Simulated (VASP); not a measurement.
# C (P6_3mc) in VASP: notebook

Runs on C. Level: PBE. Tasks: electric field gradients, density of states.

All numbers are computed with VASP 6.6.1; they aren't measurements. Logs are shortened: lines on timing, memory, paths and dates and some standing lists are left out, and cuts for length are marked.

### 1 The cell of the first run

The structure is hexagonal, space group P6_3mc (No. 186). Conventional cell: a = 2.470 Å, b = 2.470 Å, c = 6.790 Å, α = 90.00°, β = 90.00°, γ = 120.00°. Within 1.9 Å of C (site symmetry 3m) lie 3 C at 1.43 Å. C (site symmetry 3m) has 3 C at 1.43 Å within 1.9 Å.

### 2 Electric field gradients, PBE

Input file INCAR:

```
SYSTEM = C
PREC = Accurate
ENCUT = 520
EDIFF = 1E-8
ISMEAR = -1
SIGMA = 0.08
LREAL = .False.
LASPH = .True.
NELM = 100
ALGO = Normal
ISIF = 2
LWAVE = .False.
LCHARG = .False.
GGA = PE
LEFG = .True.
NBANDS = 16
```

Input file KPOINTS:

```
Automatic mesh
0
Gamma
  19 19 6
  0 0 0
```

Input file POSCAR:

```
C
1.0
    2.4699988104      0.0000000000      0.0000000000
   -1.2349994052      2.1390817171      0.0000000000
    0.0000000000      0.0000000000      6.7900000000
C
4
Direct
    0.0000000000      0.0000000000      0.0000000000
    0.0000000000      0.0000000000      0.5000000000
    0.3333333333      0.6666666667      0.0050000000
    0.6666666667      0.3333333333      0.5050000000
```

Potentials or basis: VASP PAW PBE potentials, release 64 (C).

The run is started by

```
cat potpaw_PBE.64/C/POTCAR > POTCAR
mpirun -np 1 vasp_std > vasp.out
```

OUTCAR:

```text
SYSTEM = C
   PREC = Accurate
   ENCUT = 520
   EDIFF = 1E-8
   ISMEAR = -1
   LREAL = .False.
   LASPH = .True.
   NELM = 100
   ISIF = 2
   GGA = PE

 ion  position               nearest neighbor table
   1  0.000  0.000  0.000-   3 1.43   3 1.43   3 1.43
   2  0.000  0.000  0.500-   4 1.43   4 1.43   4 1.43
   3  0.333  0.667  0.005-   1 1.43   1 1.43   1 1.43
   4  0.667  0.333  0.505-   2 1.43   2 1.43   2 1.43

  LATTYP: Found a hexagonal cell.
 ALAT       =     2.4699988104
 C/A-ratio  =     2.7489891782

  Lattice vectors:

 A1 = (   2.4699988104,   0.0000000000,   0.0000000000)
 A2 = (  -1.2349994052,   2.1390817171,   0.0000000000)
 A3 = (   0.0000000000,   0.0000000000,   6.7900000000)

Analysis of symmetry for initial positions (statically):
=====================================================================
 Subroutine PRICEL returns:
 Original cell was already a primitive cell.

 Routine SETGRP: Setting up the symmetry group for a
 hexagonal supercell.

 Subroutine GETGRP returns: Found 12 space group operations
 (whereof  6 operations were pure point group operations)
 out of a pool of 24 trial point group operations.

The static configuration has the point symmetry C_3v.
 The point group associated with its full space group is C_6v.

Analysis of symmetry for dynamics (positions and initial velocities):
=====================================================================
 Subroutine PRICEL returns:
 Original cell was already a primitive cell.

 Routine SETGRP: Setting up the symmetry group for a
 hexagonal supercell.

 Subroutine GETGRP returns: Found 12 space group operations
 (whereof  6 operations were pure point group operations)
 out of a pool of 24 trial point group operations.

The dynamic configuration has the point symmetry C_3v.
 The point group associated with its full space group is C_6v.

 Subroutine INISYM returns: Found 12 space group operations
 (whereof  6 operations are pure point group operations),
 and found     1 'primitive' translations

----------------------------------------------------------------------------------------

                                     Primitive cell

  volume of cell :      35.8752

  direct lattice vectors                    reciprocal lattice vectors
     2.469998810  0.000000000  0.000000000     0.404858495  0.233745161  0.000000000
    -1.234999405  2.139081717  0.000000000     0.000000000  0.467490322  0.000000000
     0.000000000  0.000000000  6.790000000     0.000000000  0.000000000  0.147275405

  length of vectors
     2.469998810  2.469998810  6.790000000     0.467490322  0.467490322  0.147275405

  position of ions in fractional coordinates (direct lattice)
     0.000000000  0.000000000  0.000000000
     0.000000000  0.000000000  0.500000000
     0.333333333  0.666666667  0.005000000
     0.666666667  0.333333333  0.505000000

  ion indices of the primitive-cell ions
   primitive index   ion index
                 1           1
                 2           2
                 3           3
                 4           4

----------------------------------------------------------------------------------------

 KPOINTS: Automatic mesh

Automatic generation of k-mesh.
 Grid dimensions read from file:
 generate k-points for:   19   19    6

 Generating k-lattice:

  Cartesian coordinates                     Fractional coordinates (reciprocal lattice)
     0.021308342  0.012302377  0.000000000     0.052631579  0.000000000  0.000000000
     0.000000000  0.024604754  0.000000000     0.000000000  0.052631579  0.000000000
     0.000000000  0.000000000  0.024545901     0.000000000  0.000000000  0.166666667

  Length of vectors
     0.024604754  0.024604754  0.024545901

  Shift w.r.t. Gamma in fractional coordinates (k-lattice)
     0.000000000  0.000000000  0.000000000

 Subroutine IBZKPT returns following result:
 ===========================================

 Found    160 irreducible k-points:

 Following reciprocal coordinates:
            Coordinates               Weight
  0.000000  0.000000  0.000000      1.000000
  0.052632 -0.000000  0.000000      6.000000
  0.105263 -0.000000  0.000000      6.000000
  0.157895 -0.000000  0.000000      6.000000
  0.210526 -0.000000  0.000000      6.000000
  0.263158 -0.000000  0.000000      6.000000
[... 16 lines left out ...]
  0.263158  0.105263  0.000000     12.000000
  0.315789  0.105263  0.000000     12.000000
 [... further k-points ...]
   k-points           NKPTS =    160   k-points in BZ     NKDIM =    160   number of bands    NBANDS=     16
   number of dos      NEDOS =    301   number of ions     NIONS =      4
   total plane-waves  NPLWV =  16200
   dimension x,y,z NGX =    18 NGY =   18 NGZ =   50
   dimension x,y,z NGXF=    36 NGYF=   36 NGZF=  100
   ions per type =               4
   NGX,Y,Z   is equivalent  to a cutoff of  12.12, 12.12, 12.24 a.u.
   NGXF,Y,Z  is equivalent  to a cutoff of  24.23, 24.23, 24.48 a.u.
 SYSTEM =  C
   PREC   = accura    normal or accurate (medium, high low for compatibility)
   ISTART =      0    job   : 0-new  1-cont  2-samecut
   ICHARG =      2    charge: 1-file 2-atom 10-const
   ISPIN  =      1    spin polarized calculation?
   LNONCOLLINEAR =      F non collinear calculations
   LSORBIT =      F    spin-orbit coupling
   LASPH  =      T    aspherical Exc in radial PAW
   ENCUT  =  520.0 eV  38.22 Ry    6.18 a.u.   4.59  4.59 12.62*2*pi/ulx,y,z
   NELM   =    100;   NELMIN=  2; NELMDL= -5     # of ELM steps
   EDIFF  = 0.1E-07   stopping-criterion for ELM
   LREAL  =      F    real-space projection
   EDIFFG = 0.1E-06   stopping-criterion for IOM
   NSW    =      0    number of steps for IOM
   IBRION =     -1    ionic relax: 0-MD 1-quasi-New 2-CG
   NFREE  =      0    steps in history (QN), initial steepest desc. (CG)
   ISIF   =      2    stress and relaxation
   ISYM   =      2    0-nonsym 1-usesym 2-fastsym
   POTIM  = 0.5000    time-step for ionic-motion
   TEBEG  =    0.0;   TEEND  =   0.0 temperature during run
   PSTRESS=    0.0 pullay stress
   NELECT =      16.0000    total number of electrons
   NUPDOWN=      -1.0000    fix difference up-down
   EMIN   =  10.00;   EMAX   =-10.00  energy-range for DOS
   EFERMI =   0.00;   METHOD = LEGACY
   ISMEAR =    -1;   SIGMA  =   0.08  broadening in eV -4-tet -1-fermi 0-gaus
   EFERMI_NEDOS =   21; number of points for ismear=-14 and -15
   IALGO  =     38    algorithm
   IMIX   =      4    mixing-type and parameters
     AMIX     =   0.40;   BMIX     =  1.00
     AMIX_MAG =   1.60;   BMIX_MAG =  1.00
  volume/ion in A,a.u.               =       8.97        60.52
  Fermi-wavevector in a.u.,A,eV,Ry     =   1.250787  2.363646 21.285898  1.564469
  Thomas-Fermi vector in A             =   2.384765
   LORBIT       =      0    0 simple, 1 ext, 2 COOP (PROOUT), +10 PAW based schemes
   GGA     = PE    functional components
   LHFCALC =     F    Hartree Fock is set to
   AEXX    =    0.0000 exact exchange contribution
   IVDW    =     0    specifies the selected vdW correction
   LEPSILON=     F    determine dielectric tensor
   LRPA    =     F    only Hartree local field effects (RPA)
 non-spin polarized calculation
  energy-cutoff  :      520.00
  volume of cell :       35.88
 maximum number of plane-waves:       985
   NGX =  9   NGY =  9   NGZ = 25

 number of electron      15.9999995 magnetization

 Free energy of the ion-electron system (eV)
  ---------------------------------------------------
  ext. energy  EPLUGINS =         0.00000000
  ---------------------------------------------------
  free energy    TOTEN  =       -36.83479147 eV

  energy without entropy =      -36.83410411  energy(sigma->0) =      -36.83444779

 E-fermi :   4.5722     XC(G=0): -10.2308

 val. band max:        4.3626289092   @ k =   0.3158   0.3158   0.0000
 cond. band min:       4.7898075846   @ k =   0.3158   0.3158   0.0000
 fundamental gap:      0.4271786754
 Fermi energy:         4.5722326714

 k-point     1 :       0.0000    0.0000    0.0000
  band No.  band energies     occupation
      1     -15.0510      2.00000
      2     -14.7762      2.00000
      3      -3.8856      2.00000
      4      -2.0270      2.00000
      5       1.5268      2.00000
      6       1.5268      2.00000
[... 433 lines left out ...]
      3      -5.9050      2.00000
      4      -5.7773      2.00000
      5      -2.2563      2.00000
      6      -2.1920      2.00000
[... 8 lines left out ...]
     15      18.3710      0.00000
     16      19.6354      0.00000

 [... further k-points ...]
[... 5 lines left out ...]
  --------------------------------------------------------------------------------------
  -------------------------------------------------------------------------------------
  Total       -0.3107671     -0.3107671      0.6448539      0.0000000      0.0000000      0.0000000
  in kB      -13.8787954    -13.8787954     28.7990427      0.0000000      0.0000000      0.0000000
  external PRESSURE =       0.3471506 kB  Pullay stress =       0.0000000 kB

 VOLUME and BASIS-vectors are now :
 -----------------------------------------------------------------------------
  energy-cutoff  :      520.00
  volume of cell :       35.88
      direct lattice vectors                 reciprocal lattice vectors
     2.469998810  0.000000000  0.000000000     0.404858495  0.233745161  0.000000000
    -1.234999405  2.139081717  0.000000000     0.000000000  0.467490322  0.000000000
     0.000000000  0.000000000  6.790000000     0.000000000  0.000000000  0.147275405

 POSITION                                       TOTAL-FORCE (eV/Angst)
 -----------------------------------------------------------------------------------
      0.00000      0.00000      0.00000        -0.000000      0.000000      0.567774
      0.00000      0.00000      3.39500         0.000000     -0.000000      0.567774
     -0.00000      1.42605      0.03395        -0.000000      0.000000     -0.567774
      1.23500      0.71303      3.42895         0.000000      0.000000     -0.567774
 -----------------------------------------------------------------------------------
    total drift:                               -0.000000     -0.000000     -0.000003

  FREE ENERGIE OF THE ION-ELECTRON SYSTEM (eV)
  ---------------------------------------------------
  free  energy   TOTEN  =       -36.8347914667 eV

  energy  without entropy=      -36.8341041058  energy(sigma->0) =      -36.83444779

 Electric field gradients (V/A^2)
---------------------------------------------------------------------
 ion       V_xx      V_yy      V_zz      V_xy      V_xz      V_yz
---------------------------------------------------------------------
   1     -15.522   -15.523    31.045    -0.001    -0.000     0.000
   2     -15.522   -15.523    31.045    -0.001     0.000    -0.000
   3     -14.725   -14.726    29.451    -0.001    -0.000     0.000
   4     -14.725   -14.726    29.451    -0.001     0.000    -0.000
---------------------------------------------------------------------

 Electric field gradients after diagonalization (V/A^2)
 (convention: |V_zz| > |V_xx| > |V_yy|)
----------------------------------------------------------------------
 ion       V_xx      V_yy      V_zz     asymmetry (V_yy - V_xx)/ V_zz
----------------------------------------------------------------------
   1     -15.523   -15.522    31.045       0.000
   2     -15.523   -15.522    31.045       0.000
   3     -14.726   -14.725    29.451       0.000
   4     -14.726   -14.725    29.451       0.000
----------------------------------------------------------------------

           NMR quadrupolar parameters

 Cq : quadrupolar parameter    Cq=e*Q*V_zz/h
 eta: asymmetry parameters     (V_yy - V_xx)/ V_zz
 Q  : nuclear electric quadrupole moment in mb (millibarn)
----------------------------------------------------------------------
 ion       Cq(MHz)       eta       Q (mb)
----------------------------------------------------------------------
   1       0.075       0.000       1.000
   2       0.075       0.000       1.000
   3       0.071       0.000       1.000
   4       0.071       0.000       1.000
----------------------------------------------------------------------
```

It took 38 s on 1 thread of AMD EPYC 9R45 (Zen 5), shared host; peak memory 0.15 GiB.

Results:

* Free energy: -36.8348 eV
* Pressure: 0.0 GPa
* Largest force: 0.568 eV/Å
* Band gap on the k mesh: 0.43 eV, direct

Forces on the atoms (eV/Å):
```
C    0.000  0.000  0.568
C    0.000  0.000  0.568
C    0.000  0.000 -0.568
C    0.000  0.000 -0.568
```

Stress tensor (GPa, compression positive):
```
-1.39  0.00  0.00
 0.00 -1.39  0.00
 0.00  0.00  2.88
```

Electric field gradients, principal values (V/Å²):
```
atom    least   middle  greatest (by size)
 1 C  -15.522  -15.523              31.045
 2 C  -15.522  -15.523              31.045
 3 C  -14.725  -14.726              29.451
 4 C  -14.725  -14.726              29.451
```

Caveat: without QUAD_EFG the Cq values of the log hold for a quadrupole moment of 1 mb, not for the nuclei; this functional lacks dispersion, which binds the layers, so the pressure and a relaxed spacing across them are unreliable. A k mesh can miss the band edges.

### 3 Density of states, PBE

POSCAR is that of step 2.

Input file INCAR.step1:

```
PREC = Accurate
ENCUT = 520
EDIFF = 1E-6
ISMEAR = -1
SIGMA = 0.08
LREAL = F
LASPH = T
NELM = 100
ALGO = Normal
ISIF = 2
LWAVE = F
LCHARG = T
GGA = PE
NBANDS = 16
```

Input file KPOINTS.step1:

```
regular mesh
0
Gamma
  19 19 6
```

Input file INCAR.step2:

```
PREC = Accurate
ENCUT = 520
EDIFF = 1E-6
ISMEAR = -5
SIGMA = 0.08
LREAL = F
LASPH = T
NELM = 100
ALGO = Normal
ISIF = 2
LWAVE = F
LCHARG = F
GGA = PE
LORBIT = 10
NEDOS = 2001
ICHARG = 11
```

Input file KPOINTS.step2:

```
regular mesh
0
Gamma
  29 29 9
```

Potentials or basis: VASP PAW PBE potentials, release 64 (C).

The run is started by

```
cat potpaw_PBE.64/C/POTCAR > POTCAR
cp INCAR.step1 INCAR
cp KPOINTS.step1 KPOINTS
mpirun -np 1 vasp_std > vasp.out
cp INCAR.step2 INCAR
cp KPOINTS.step2 KPOINTS
mpirun -np 1 vasp_std > vasp.out
```

OUTCAR:

```text
PREC = Accurate
   ENCUT = 520
   EDIFF = 1E-6
   ISMEAR = -5
   LREAL = F
   LASPH = T
   NELM = 100
   ISIF = 2
   GGA = PE
   LORBIT = 10
   ICHARG = 11

 ion  position               nearest neighbor table
   1  0.000  0.000  0.000-   3 1.43   3 1.43   3 1.43
   2  0.000  0.000  0.500-   4 1.43   4 1.43   4 1.43
   3  0.333  0.667  0.005-   1 1.43   1 1.43   1 1.43
   4  0.667  0.333  0.505-   2 1.43   2 1.43   2 1.43

  LATTYP: Found a hexagonal cell.
 ALAT       =     2.4699988104
 C/A-ratio  =     2.7489891782

[... 562 lines left out ...]
  Total       -0.3102018     -0.3102018      0.6353881      0.0000000     -0.0000000      0.0000000
  in kB      -13.8535458    -13.8535458     28.3763021      0.0000000     -0.0000000      0.0000000
  external PRESSURE =       0.2230701 kB  Pullay stress =       0.0000000 kB

 VOLUME and BASIS-vectors are now :
 -----------------------------------------------------------------------------
  energy-cutoff  :      520.00
  volume of cell :       35.88
      direct lattice vectors                 reciprocal lattice vectors
     2.469998810  0.000000000  0.000000000     0.404858495  0.233745161  0.000000000
    -1.234999405  2.139081717  0.000000000     0.000000000  0.467490322  0.000000000
     0.000000000  0.000000000  6.790000000     0.000000000  0.000000000  0.147275405

 POSITION                                       TOTAL-FORCE (eV/Angst)
 -----------------------------------------------------------------------------------
      0.00000      0.00000      0.00000        -0.000000      0.000000      0.567737
      0.00000      0.00000      3.39500        -0.000000     -0.000000      0.567737
     -0.00000      1.42605      0.03395        -0.000000      0.000000     -0.567737
      1.23500      0.71303      3.42895         0.000000     -0.000000     -0.567737
 -----------------------------------------------------------------------------------
    total drift:                               -0.000000     -0.000000      0.000028

  FREE ENERGIE OF THE ION-ELECTRON SYSTEM (eV)
  ---------------------------------------------------
  free  energy   TOTEN  =       -36.8346417820 eV

  energy  without entropy=      -36.8346417820  energy(sigma->0) =      -36.83464178

 total charge

# of ion       s       p       d       tot
------------------------------------------
    1        0.862   1.779   0.000   2.641
    2        0.862   1.779   0.000   2.641
    3        0.861   1.782   0.000   2.644
    4        0.861   1.782   0.000   2.644
--------------------------------------------------
tot          3.448   7.123   0.000  10.571
```

OUTCAR.step1:

```text
PREC = Accurate
   ENCUT = 520
   EDIFF = 1E-6
   ISMEAR = -1
   LREAL = F
   LASPH = T
[... 685 lines left out ...]
      0.00000      0.00000      0.00000         0.000000      0.000000      0.567748
      0.00000      0.00000      3.39500        -0.000000      0.000000      0.567748
     -0.00000      1.42605      0.03395        -0.000000      0.000000     -0.567748
      1.23500      0.71303      3.42895         0.000000     -0.000000     -0.567748
 -----------------------------------------------------------------------------------
    total drift:                               -0.000000     -0.000000      0.000054

  FREE ENERGIE OF THE ION-ELECTRON SYSTEM (eV)
  ---------------------------------------------------
  free  energy   TOTEN  =       -36.8347915280 eV

  energy  without entropy=      -36.8341040755  energy(sigma->0) =      -36.83444780
```

OSZICAR.step1:

```text
N       E                     dE             d eps       ncg     rms          rms(c)
DAV:   1     0.300994905853E+02    0.30099E+02   -0.80168E+03  5136   0.936E+02
DAV:   2    -0.365255413421E+02   -0.66625E+02   -0.61154E+02  7280   0.184E+02
DAV:   3    -0.391364261792E+02   -0.26109E+01   -0.25989E+01  6688   0.336E+01
DAV:   4    -0.391583547709E+02   -0.21929E-01   -0.21917E-01  6584   0.369E+00
DAV:   5    -0.391587082723E+02   -0.35350E-03   -0.35349E-03  6504   0.445E-01    0.885E+00
DAV:   6    -0.373878081499E+02    0.17709E+01   -0.11755E+00  6248   0.688E+00    0.517E+00
DAV:   7    -0.368267129674E+02    0.56110E+00   -0.14546E+00  6360   0.776E+00    0.146E+00
DAV:   8    -0.368358858872E+02   -0.91729E-02   -0.71508E-02  6016   0.159E+00    0.335E-01
DAV:   9    -0.368345990928E+02    0.12868E-02   -0.19615E-03  6656   0.311E-01    0.970E-02
DAV:  10    -0.368347981887E+02   -0.19910E-03   -0.58976E-04  5592   0.157E-01    0.700E-02
DAV:  11    -0.368347909630E+02    0.72256E-05   -0.29626E-05  6608   0.370E-02    0.570E-03
DAV:  12    -0.368347915280E+02   -0.56493E-06   -0.12556E-06  5800   0.780E-03
   1 F= -.36834792E+02 E0= -.36834448E+02  d E =-.687452E-03
```

Run time: 70 s. Hardware: 1 thread of Intel Xeon 6975P-C (Granite Rapids), shared host; peak memory 0.25 GiB.

What came out:

| Quantity | Value |
| --- | --- |
| Valence electrons inside the program's atomic spheres | C 2.64 |

Levels at points of the mesh, in eV from the valence-band top:
| k point | band 5 | band 6 | band 7 | band 8 | band 9 | band 10 | band 11 | band 12 |
| --- | --- | --- | --- | --- | --- | --- | --- | --- |
| (0.00, 0.00, 0.00) | -2.84 | -2.84 | -2.82 | -2.82 | 4.36 | 8.45 | 8.46 | 8.50 |

Caveat: this functional lacks dispersion, which binds the layers, so the pressure and a relaxed spacing across them are unreliable.
